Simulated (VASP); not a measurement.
# Ti3SiN3 in VASP: further runs, part 2 of 3

VASP 6.6.1. Earlier steps stand in the parts before.

### Step 3. Single point, PBE

INCAR reads:

```
SYSTEM = Ti3SiN3
PREC     = Accurate       ! precision mode
ENCUT    = 520            ! plane-wave cutoff, eV
EDIFF    = 1E-6           ! SCF threshold, eV
ISMEAR   = 0              ! smearing method
SIGMA    = 0.1            ! smearing width, eV
LREAL    = .False.        ! projectors in reciprocal space
LASPH    = .True.         ! aspherical terms in the spheres
NELM     = 60             ! most SCF steps
ALGO     = Normal         ! electronic algorithm
ISIF     = 2              ! what is computed and relaxed
LWAVE    = .False.        ! write WAVECAR
LCHARG   = .False.        ! write CHGCAR
LDIPOL   = .True.       
IDIPOL   = 3            
DIPOL    = 0.5 0.5 0.337
GGA      = PE             ! functional
NBANDS   = 36             ! bands
```

KPOINTS reads:

```
regular mesh
0
Gamma
  9 9 1
  0 0 0
```

POSCAR reads:

```
Ti3SiN3
1.0
    3.0028555065      0.0000000000      0.0000000000
    0.0000000000      3.0028555065      0.0000000000
    0.0000000000      0.0000000000     19.7584945265
Ti N Si
3 3 1
Direct
    0.5000000000      0.5000000000      0.2024445736
    0.0000000000      0.0000000000      0.3072496201
    0.5000000000      0.5000000000      0.4076776418
    0.0000000000      0.0000000000      0.2024445736
    0.5000000000      0.5000000000      0.3055678856
    0.0000000000      0.0000000000      0.4179718508
    0.0000000000      0.2500000000      0.5158064578
```

Potentials or basis: VASP PAW PBE potentials, release 64 (Ti_sv, N, Si).

Run with:

```
cat potpaw_PBE.64/Ti_sv/POTCAR potpaw_PBE.64/N/POTCAR potpaw_PBE.64/Si/POTCAR > POTCAR
mpirun -np 1 vasp_std > vasp.out
```

OUTCAR:

```text
SYSTEM = Ti3SiN3
   PREC = Accurate
   ENCUT = 520
   EDIFF = 1E-6
   ISMEAR = 0
   LREAL = .False.
   LASPH = .True.
   NELM = 60
   ISIF = 2
   GGA = PE

 ion  position               nearest neighbor table
   1  0.500  0.500  0.202-   5 2.04   4 2.12   4 2.12   4 2.12   4 2.12
   2  0.000  0.000  0.307-   4 2.07   5 2.12   5 2.12   5 2.12   5 2.12   6 2.19   3 2.91   3 2.91
                             3 2.91   3 2.91
   3  0.500  0.500  0.408-   5 2.02   6 2.13   6 2.13   6 2.13   6 2.13   7 2.72   7 2.72   2 2.91
                             2 2.91   2 2.91   2 2.91
   4  0.000  0.000  0.202-   2 2.07   1 2.12   1 2.12   1 2.12   1 2.12
   5  0.500  0.500  0.306-   3 2.02   1 2.04   2 2.12   2 2.12   2 2.12   2 2.12
   6  0.000  0.000  0.418-   7 2.07   3 2.13   3 2.13   3 2.13   3 2.13   2 2.19
   7  0.000  0.250  0.516-   6 2.07   3 2.72   3 2.72

  LATTYP: Found a simple tetragonal cell.
 ALAT       =     3.0028555065
 C/A-ratio  =     6.5799018580

  Lattice vectors:

 A1 = (   3.0028555065,   0.0000000000,   0.0000000000)
 A2 = (   0.0000000000,   3.0028555065,   0.0000000000)
 A3 = (   0.0000000000,   0.0000000000,  19.7584945265)

Analysis of symmetry for initial positions (statically):
=====================================================================
 Subroutine PRICEL returns:
 Original cell was already a primitive cell.

 Routine SETGRP: Setting up the symmetry group for a
 simple tetragonal supercell.

 Subroutine GETGRP returns: Found  2 space group operations
 (whereof  2 operations were pure point group operations)
 out of a pool of 16 trial point group operations.

The static configuration has the point symmetry C_1h.

Analysis of symmetry for dynamics (positions and initial velocities):
=====================================================================
 Subroutine PRICEL returns:
 Original cell was already a primitive cell.

 Routine SETGRP: Setting up the symmetry group for a
 simple tetragonal supercell.

 Subroutine GETGRP returns: Found  2 space group operations
 (whereof  2 operations were pure point group operations)
 out of a pool of 16 trial point group operations.

The dynamic configuration has the point symmetry C_1h.

 Subroutine INISYM returns: Found  2 space group operations
 (whereof  2 operations are pure point group operations),
 and found     1 'primitive' translations

----------------------------------------------------------------------------------------

                                     Primitive cell

  volume of cell :     178.1651

  direct lattice vectors                    reciprocal lattice vectors
     3.002855506  0.000000000  0.000000000     0.333016357  0.000000000  0.000000000
     0.000000000  3.002855506  0.000000000     0.000000000  0.333016357  0.000000000
     0.000000000  0.000000000 19.758494527     0.000000000  0.000000000  0.050611143

  length of vectors
     3.002855506  3.002855506 19.758494527     0.333016357  0.333016357  0.050611143

  position of ions in fractional coordinates (direct lattice)
     0.500000000  0.500000000  0.202444574
     0.000000000  0.000000000  0.307249620
     0.500000000  0.500000000  0.407677642
     0.000000000  0.000000000  0.202444574
     0.500000000  0.500000000  0.305567886
     0.000000000  0.000000000  0.417971851
     0.000000000  0.250000000  0.515806458

[... 64 lines left out ...]
   total plane-waves  NPLWV =  86400
   dimension x,y,z NGX =    24 NGY =   24 NGZ =  150
   dimension x,y,z NGXF=    48 NGYF=   48 NGZF=  300
   ions per type =               3   3   1
   NGX,Y,Z   is equivalent  to a cutoff of  13.29, 13.29, 12.62 a.u.
   NGXF,Y,Z  is equivalent  to a cutoff of  26.57, 26.57, 25.24 a.u.
 SYSTEM =  Ti3SiN3
   PREC   = accura    normal or accurate (medium, high low for compatibility)
   ISTART =      0    job   : 0-new  1-cont  2-samecut
   ICHARG =      2    charge: 1-file 2-atom 10-const
   ISPIN  =      1    spin polarized calculation?
   LNONCOLLINEAR =      F non collinear calculations
   LSORBIT =      F    spin-orbit coupling
   LASPH  =      T    aspherical Exc in radial PAW
   ENCUT  =  520.0 eV  38.22 Ry    6.18 a.u.   5.58  5.58 36.74*2*pi/ulx,y,z
   NELM   =     60;   NELMIN=  2; NELMDL= -5     # of ELM steps
   EDIFF  = 0.1E-05   stopping-criterion for ELM
   LREAL  =      F    real-space projection
   EDIFFG = 0.1E-04   stopping-criterion for IOM
   NSW    =      0    number of steps for IOM
   IBRION =     -1    ionic relax: 0-MD 1-quasi-New 2-CG
   NFREE  =      0    steps in history (QN), initial steepest desc. (CG)
   ISIF   =      2    stress and relaxation
   ISYM   =      2    0-nonsym 1-usesym 2-fastsym
   POTIM  = 0.5000    time-step for ionic-motion
   TEBEG  =    0.0;   TEEND  =   0.0 temperature during run
   PSTRESS=    0.0 pullay stress
   NELECT =      55.0000    total number of electrons
   NUPDOWN=      -1.0000    fix difference up-down
   EMIN   =  10.00;   EMAX   =-10.00  energy-range for DOS
   EFERMI =   0.00;   METHOD = LEGACY
   ISMEAR =     0;   SIGMA  =   0.10  broadening in eV -4-tet -1-fermi 0-gaus
   EFERMI_NEDOS =   21; number of points for ismear=-14 and -15
   IALGO  =     38    algorithm
   IMIX   =      4    mixing-type and parameters
     AMIX     =   0.40;   BMIX     =  1.00
     AMIX_MAG =   1.60;   BMIX_MAG =  1.00
  volume/ion in A,a.u.               =      25.45       171.76
  Fermi-wavevector in a.u.,A,eV,Ry     =   1.106424  2.090838 16.655892  1.224174
  Thomas-Fermi vector in A             =   2.242924
   LORBIT       =      0    0 simple, 1 ext, 2 COOP (PROOUT), +10 PAW based schemes
   GGA     = PE    functional components
   LHFCALC =     F    Hartree Fock is set to
   AEXX    =    0.0000 exact exchange contribution
   IVDW    =     0    specifies the selected vdW correction
   LEPSILON=     F    determine dielectric tensor
   LRPA    =     F    only Hartree local field effects (RPA)
 non-spin polarized calculation
 Gauss-broadening in eV      SIGMA  =   0.10
  energy-cutoff  :      520.00
  volume of cell :      178.17
 maximum number of plane-waves:      4826
 NGX is ok and might be reduce to    24
   NGX = 11   NGY = 11   NGZ = 73

 dipolmoment           0.000000      0.000000     -0.002799 electrons x Angstroem

 number of electron      55.0000000 magnetization

 dipolmoment           0.000000      0.000000      0.093507 electrons x Angstroem

 Free energy of the ion-electron system (eV)
  ---------------------------------------------------
  ext. energy  EPLUGINS =         0.00000000
  ---------------------------------------------------
  free energy    TOTEN  =       -61.68415814 eV

  energy without entropy =      -61.66366749  energy(sigma->0) =      -61.67391281

 E-fermi :   2.4335     XC(G=0):  -6.1269

 val. band max:        2.4255281556   @ k =   0.4444   0.4444   0.0000
 cond. band min:       2.4341579059   @ k =   0.0000   0.1111   0.0000
 fundamental gap:      0.0086297503
 Fermi energy:         2.4335392134

 k-point     1 :       0.0000    0.0000    0.0000
  band No.  band energies     occupation
      1     -55.4331      2.00000
      2     -55.1418      2.00000
      3     -55.0477      2.00000
      4     -31.8899      2.00000
      5     -31.5226      2.00000
      6     -31.5210      2.00000
[... 925 lines left out ...]
     35       4.8158      0.00000
     36       4.9063      0.00000

 [... further k-points ...]

------------------------ aborting loop because EDIFF is reached ----------------------------------------

 vacuum level on the upper side and lower side of the slab       (xc-potential included)         0.778        -1.035

  FORCE on cell =-STRESS in cart. coord.  units (eV):
  Direction    XX          YY          ZZ          XY          YZ          ZX
  --------------------------------------------------------------------------------------
  -------------------------------------------------------------------------------------
  Total       -2.8001381     -3.8301085      1.1710819      0.0000000     -1.8585245      0.0000000
  in kB      -25.1806717    -34.4428390     10.5311339      0.0000000    -16.7130673      0.0000000
  external PRESSURE =     -16.3641256 kB  Pullay stress =       0.0000000 kB

 VOLUME and BASIS-vectors are now :
 -----------------------------------------------------------------------------
  energy-cutoff  :      520.00
  volume of cell :      178.17
      direct lattice vectors                 reciprocal lattice vectors
     3.002855506  0.000000000  0.000000000     0.333016357  0.000000000  0.000000000
     0.000000000  3.002855506  0.000000000     0.000000000  0.333016357  0.000000000
     0.000000000  0.000000000 19.758494527     0.000000000  0.000000000  0.050611143

 POSITION                                       TOTAL-FORCE (eV/Angst)
 -----------------------------------------------------------------------------------
      1.50143      1.50143      4.00000         0.000000     -0.016776      1.458374
      0.00000      0.00000      6.07079         0.000000      0.075459      0.057155
      1.50143      1.50143      8.05510         0.000000      0.287590      0.494466
      0.00000      0.00000      4.00000         0.000000     -0.033203     -1.529038
      1.50143      1.50143      6.03756         0.000000      0.022921     -0.506549
      0.00000      0.00000      8.25849         0.000000      0.593384      0.012466
      0.00000      0.75071     10.19156         0.000000     -0.929376      0.013125
 -----------------------------------------------------------------------------------
    total drift:                                0.000000      0.000115      0.000452

  FREE ENERGIE OF THE ION-ELECTRON SYSTEM (eV)
  ---------------------------------------------------
  free  energy   TOTEN  =       -61.6841581427 eV

  energy  without entropy=      -61.6636674854  energy(sigma->0) =      -61.67391281

 vacuum level on the upper side and lower side of the slab         6.763         4.867
```

Wall time 8.4 min (1 thread of Intel Xeon Platinum 8488C (Sapphire Rapids), shared host); peak memory 0.35 GiB.

Results:

```
Free energy   : -61.6842 eV
Largest force : 1.529 eV/Å
```

Forces on the atoms (eV/Å):
```
Ti   0.000 -0.017  1.458
Ti   0.000  0.075  0.057
Ti   0.000  0.288  0.494
N    0.000 -0.033 -1.529
N    0.000  0.023 -0.507
N    0.000  0.593  0.012
Si   0.000 -0.929  0.013
```

(Part 2 of 3 ends here.)
